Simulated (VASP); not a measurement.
# Ru (Cmcm) in VASP: a series of runs

The runs below take Ru through single point, with PBEsol.

Everything below comes from runs of VASP 6.6.1. Logs are shortened: lines on timing, memory, paths and dates and some standing lists are left out, and cuts for length are marked.

## (1) The cell of the first run

It takes space group Cmcm (No. 63, orthorhombic). Conventional cell: a = 2.618 Å, b = 4.534 Å, c = 4.252 Å, α = 90.00°, β = 90.00°, γ = 90.00°. Within 3.2 Å of Ru (site symmetry m2m) lie 12 Ru at 2.46 to 2.70 Å.

## (2) Single point, PBEsol (atoms displaced along a vibrational mode, the cell strained)

The input, INCAR:

```
SYSTEM = Ru
ALGO = Fast
EDIFF = 1E-6
ENCUT = 520
GGA = PS
ISIF = 2
ISMEAR = 0
LASPH = .True.
LCHARG = .False.
LREAL = .False.
LWAVE = .False.
NBANDS = 21
NELM = 80
PREC = Accurate
SIGMA = 0.15
```

The input, KPOINTS:

```
k-points
0
Gamma
  18 18 10
  0 0 0
```

The input, POSCAR:

```
Ru
1.0
    2.6178701703      0.0000000000      0.0000000000
   -1.3089350852      2.2671420713      0.0000000000
    0.0000000000      0.0000000000      4.2523798378
Ru
2
Direct
    0.3633848245      0.7267696491      0.2500000000
    0.6366151755      0.2732303509      0.7500000000
```

Potentials or basis: VASP PAW PBE potentials, release 64 (Ru_pv).

Launch:

```sh
cat potpaw_PBE.64/Ru_pv/POTCAR > POTCAR
mpirun -np 1 vasp_std > vasp.out
```

OUTCAR:

```text
SYSTEM = Ru
   EDIFF = 1E-6
   ENCUT = 520
   GGA = PS
   ISIF = 2
   ISMEAR = 0
   LASPH = .True.
   LREAL = .False.
   NELM = 80
   PREC = Accurate

 ion  position               nearest neighbor table
   1  0.363  0.727  0.250-   2 2.46   2 2.46   2 2.70   2 2.70   2 2.70   2 2.70
   2  0.637  0.273  0.750-   1 2.46   1 2.46   1 2.70   1 2.70   1 2.70   1 2.70

  LATTYP: Found a hexagonal cell.
 ALAT       =     2.6178701703
 C/A-ratio  =     1.6243662066

  Lattice vectors:

 A1 = (   2.6178701703,   0.0000000000,   0.0000000000)
 A2 = (  -1.3089350852,   2.2671420713,   0.0000000000)
 A3 = (   0.0000000000,   0.0000000000,   4.2523798378)

Analysis of symmetry for initial positions (statically):
=====================================================================
 Subroutine PRICEL returns:
 Original cell was already a primitive cell.

 Routine SETGRP: Setting up the symmetry group for a
 hexagonal supercell.

 Subroutine GETGRP returns: Found  8 space group operations
 (whereof  4 operations were pure point group operations)
 out of a pool of 24 trial point group operations.

The static configuration has the point symmetry C_2h.
 The point group associated with its full space group is D_2h.

Analysis of symmetry for dynamics (positions and initial velocities):
=====================================================================
 Subroutine PRICEL returns:
 Original cell was already a primitive cell.

 Routine SETGRP: Setting up the symmetry group for a
 hexagonal supercell.

 Subroutine GETGRP returns: Found  8 space group operations
 (whereof  4 operations were pure point group operations)
 out of a pool of 24 trial point group operations.

The dynamic configuration has the point symmetry C_2h.
 The point group associated with its full space group is D_2h.

 Subroutine INISYM returns: Found  8 space group operations
 (whereof  4 operations are pure point group operations),
 and found     1 'primitive' translations

----------------------------------------------------------------------------------------

                                     Primitive cell

  volume of cell :      25.2382

  direct lattice vectors                    reciprocal lattice vectors
     2.617870170  0.000000000  0.000000000     0.381989914  0.220541979  0.000000000
    -1.308935085  2.267142071  0.000000000     0.000000000  0.441083959  0.000000000
     0.000000000  0.000000000  4.252379838     0.000000000  0.000000000  0.235162436

  length of vectors
     2.617870170  2.617870170  4.252379838     0.441083959  0.441083959  0.235162436

  position of ions in fractional coordinates (direct lattice)
     0.363384825  0.726769649  0.250000000
     0.636615175  0.273230351  0.750000000

  ion indices of the primitive-cell ions
   primitive index   ion index
                 1           1
                 2           2

----------------------------------------------------------------------------------------

 KPOINTS: k-points

Automatic generation of k-mesh.
 Grid dimensions read from file:
 generate k-points for:   18   18   10

 Generating k-lattice:

  Cartesian coordinates                     Fractional coordinates (reciprocal lattice)
     0.021221662  0.012252332  0.000000000     0.055555556  0.000000000  0.000000000
     0.000000000  0.024504664  0.000000000     0.000000000  0.055555556  0.000000000
     0.000000000  0.000000000  0.023516244     0.000000000  0.000000000  0.100000000

  Length of vectors
     0.024504664  0.024504664  0.023516244

  Shift w.r.t. Gamma in fractional coordinates (k-lattice)
     0.000000000  0.000000000  0.000000000

 Subroutine IBZKPT returns following result:
 ===========================================

 Found    546 irreducible k-points:

 Following reciprocal coordinates:
            Coordinates               Weight
  0.000000  0.000000  0.000000      1.000000
  0.055556  0.000000  0.000000      4.000000
  0.000000  0.055556  0.000000      2.000000
  0.111111  0.000000  0.000000      4.000000
  0.000000  0.111111  0.000000      2.000000
  0.166667  0.000000  0.000000      4.000000
[... 16 lines left out ...]
 -0.055556  0.166667  0.000000      4.000000
 -0.166667  0.111111  0.000000      4.000000
 [... further k-points ...]
   k-points           NKPTS =    546   k-points in BZ     NKDIM =    546   number of bands    NBANDS=     21
   number of dos      NEDOS =    301   number of ions     NIONS =      2
   total plane-waves  NPLWV =  12800
   dimension x,y,z NGX =    20 NGY =   20 NGZ =   32
   dimension x,y,z NGXF=    40 NGYF=   40 NGZF=   64
   ions per type =               2
   NGX,Y,Z   is equivalent  to a cutoff of  12.70, 12.70, 12.51 a.u.
   NGXF,Y,Z  is equivalent  to a cutoff of  25.40, 25.40, 25.02 a.u.
 SYSTEM =  Ru
   PREC   = accura    normal or accurate (medium, high low for compatibility)
   ISTART =      0    job   : 0-new  1-cont  2-samecut
   ICHARG =      2    charge: 1-file 2-atom 10-const
   ISPIN  =      1    spin polarized calculation?
   LNONCOLLINEAR =      F non collinear calculations
   LSORBIT =      F    spin-orbit coupling
   LASPH  =      T    aspherical Exc in radial PAW
   ENCUT  =  520.0 eV  38.22 Ry    6.18 a.u.   4.87  4.87  7.91*2*pi/ulx,y,z
   NELM   =     80;   NELMIN=  2; NELMDL= -5     # of ELM steps
   EDIFF  = 0.1E-05   stopping-criterion for ELM
   LREAL  =      F    real-space projection
   EDIFFG = 0.1E-04   stopping-criterion for IOM
   NSW    =      0    number of steps for IOM
   IBRION =     -1    ionic relax: 0-MD 1-quasi-New 2-CG
   NFREE  =      0    steps in history (QN), initial steepest desc. (CG)
   ISIF   =      2    stress and relaxation
   ISYM   =      2    0-nonsym 1-usesym 2-fastsym
   POTIM  = 0.5000    time-step for ionic-motion
   TEBEG  =    0.0;   TEEND  =   0.0 temperature during run
   PSTRESS=    0.0 pullay stress
   NELECT =      28.0000    total number of electrons
   NUPDOWN=      -1.0000    fix difference up-down
   EMIN   =  10.00;   EMAX   =-10.00  energy-range for DOS
   EFERMI =   0.00;   METHOD = LEGACY
   ISMEAR =     0;   SIGMA  =   0.15  broadening in eV -4-tet -1-fermi 0-gaus
   EFERMI_NEDOS =   21; number of points for ismear=-14 and -15
   IALGO  =     68    algorithm
   IMIX   =      4    mixing-type and parameters
     AMIX     =   0.40;   BMIX     =  1.00
     AMIX_MAG =   1.60;   BMIX_MAG =  1.00
  volume/ion in A,a.u.               =      12.62        85.16
  Fermi-wavevector in a.u.,A,eV,Ry     =   1.694759  3.202630 39.078750  2.872207
  Thomas-Fermi vector in A             =   2.775926
   LORBIT       =      0    0 simple, 1 ext, 2 COOP (PROOUT), +10 PAW based schemes
   GGA     = PS    functional components
   LHFCALC =     F    Hartree Fock is set to
   AEXX    =    0.0000 exact exchange contribution
   IVDW    =     0    specifies the selected vdW correction
   LEPSILON=     F    determine dielectric tensor
   LRPA    =     F    only Hartree local field effects (RPA)
 non-spin polarized calculation
 RMM-DIIS sequential band-by-band and
 Gauss-broadening in eV      SIGMA  =   0.15
  energy-cutoff  :      520.00
  volume of cell :       25.24
 maximum number of plane-waves:       702
   NGX =  9   NGY =  9   NGZ = 15

 number of electron      27.9999997 magnetization

 Free energy of the ion-electron system (eV)
  ---------------------------------------------------
  ext. energy  EPLUGINS =         0.00000000
  ---------------------------------------------------
  free energy    TOTEN  =       -19.95388783 eV

  energy without entropy =      -19.93585658  energy(sigma->0) =      -19.94487220

 E-fermi :  14.1566     XC(G=0): -14.7297

 val. band max:       14.1541542345   @ k =   0.2778   0.2778   0.2000
 cond. band min:      14.1606302518   @ k =   0.2778   0.2778   0.1000
 fundamental gap:      0.0064760173
 Fermi energy:        14.1565555648

 k-point     1 :       0.0000    0.0000    0.0000
  band No.  band energies     occupation
      1     -29.8410      2.00000
      2     -28.6366      2.00000
      3     -28.4494      2.00000
      4     -28.4041      2.00000
      5     -28.3593      2.00000
      6     -28.3362      2.00000
[... 13 lines left out ...]
     20      24.3453      0.00000
     21      25.0541      0.00000

 k-point     2 :       0.0556    0.0000    0.0000
  band No.  band energies     occupation
      1     -29.8293      2.00000
      2     -28.6511      2.00000
      3     -28.4801      2.00000
      4     -28.4287      2.00000
      5     -28.3690      2.00000
      6     -28.3396      2.00000
[... 13 lines left out ...]
     20      24.3452      0.00000
     21      25.0322      0.00000

 k-point     3 :       0.0000    0.0556    0.0000
  band No.  band energies     occupation
      1     -29.8263      2.00000
      2     -28.6671      2.00000
      3     -28.4682      2.00000
      4     -28.4002      2.00000
      5     -28.3939      2.00000
      6     -28.3430      2.00000
[... 13 lines left out ...]
     20      24.3452      0.00000
     21      25.0249      0.00000

 k-point     4 :       0.1111    0.0000    0.0000
  band No.  band energies     occupation
      1     -29.7951      2.00000
      2     -28.7011      2.00000
      3     -28.5629      2.00000
      4     -28.5032      2.00000
      5     -28.3900      2.00000
      6     -28.3498      2.00000
[... 13 lines left out ...]
     20      24.3451      0.00000
     21      24.9592      0.00000

 k-point     5 :       0.0000    0.1111    0.0000
  band No.  band energies     occupation
      1     -29.7828      2.00000
      2     -28.7544      2.00000
      3     -28.5103      2.00000
      4     -28.4931      2.00000
      5     -28.4009      2.00000
      6     -28.3638      2.00000
[... 13 lines left out ...]
     20      24.3452      0.00000
     21      24.9357      0.00000
[... 382 lines left out ...]
     20      24.3451      0.00000
     21      24.9936      0.00000

 k-point    22 :       0.1111    0.0556    0.0000
  band No.  band energies     occupation
      1     -29.7534      2.00000
      2     -28.7911      2.00000
      3     -28.6419      2.00000
      4     -28.5139      2.00000
      5     -28.4242      2.00000
      6     -28.3700      2.00000
[... 13 lines left out ...]
     20      24.3451      0.00000
     21      24.8633      0.00000

 k-point    23 :      -0.0556    0.1667    0.0000
  band No.  band energies     occupation
      1     -29.7438      2.00000
      2     -28.8231      2.00000
      3     -28.6149      2.00000
      4     -28.5144      2.00000
      5     -28.4199      2.00000
      6     -28.3809      2.00000
[... 13 lines left out ...]
     20      24.3451      0.00000
     21      24.8526      0.00000

 k-point    24 :      -0.1667    0.1111    0.0000
  band No.  band energies     occupation
      1     -29.7678      2.00000
      2     -28.7281      2.00000
      3     -28.6354      2.00000
      4     -28.6009      2.00000
      5     -28.4051      2.00000
      6     -28.3537      2.00000
[... 13 lines left out ...]
     20      24.3451      0.00000
     21      24.9013      0.00000

 [... further k-points ...]
[... 5 lines left out ...]
  --------------------------------------------------------------------------------------
  -------------------------------------------------------------------------------------
  Total        3.3952829      5.3742950      3.3787092     -0.0000000      0.0000000      0.0000000
  in kB      215.5398899    341.1718547    214.4877558     -0.0000000      0.0000000      0.0000000
  external PRESSURE =     257.0665001 kB  Pullay stress =       0.0000000 kB

 VOLUME and BASIS-vectors are now :
 -----------------------------------------------------------------------------
  energy-cutoff  :      520.00
  volume of cell :       25.24
      direct lattice vectors                 reciprocal lattice vectors
     2.617870170  0.000000000  0.000000000     0.381989914  0.220541979  0.000000000
    -1.308935085  2.267142071  0.000000000     0.000000000  0.441083959  0.000000000
     0.000000000  0.000000000  4.252379838     0.000000000  0.000000000  0.235162436

 POSITION                                       TOTAL-FORCE (eV/Angst)
 -----------------------------------------------------------------------------------
     -0.00000      1.64769      1.06309         0.000000     -2.005975      0.000000
      1.30894      0.61945      3.18928        -0.000000      2.005975     -0.000000
 -----------------------------------------------------------------------------------
    total drift:                               -0.000000      0.000000     -0.000000

  FREE ENERGIE OF THE ION-ELECTRON SYSTEM (eV)
  ---------------------------------------------------
  free  energy   TOTEN  =       -19.9538878255 eV

  energy  without entropy=      -19.9358565807  energy(sigma->0) =      -19.94487220
```

It took 3.1 min on 1 thread of Intel Xeon 6975P-C (Granite Rapids), shared host; peak memory 0.32 GiB.

Results:

```yaml
Free_energy: -19.9539 eV
Pressure: 25.7 GPa
Largest_force: 2.006 eV/Å
Band_gap_on_the_k_mesh: zero (bands 14 and 15 overlap by 3.42 eV)
```

Forces on the atoms (eV/Å):
```
Ru   0.000 -2.006  0.000
Ru   0.000  2.006  0.000
```

Stress tensor (GPa, compression positive):
```
21.55  0.00  0.00
 0.00 34.12  0.00
 0.00  0.00 21.45
```

Caveat: the cell differs from its parent crystal (atoms displaced along a vibrational mode, the cell strained); the cell stands under pressure; the PAW data sets were made with another functional, which shifts forces and pressure a little.

[end of part 1 of 2]
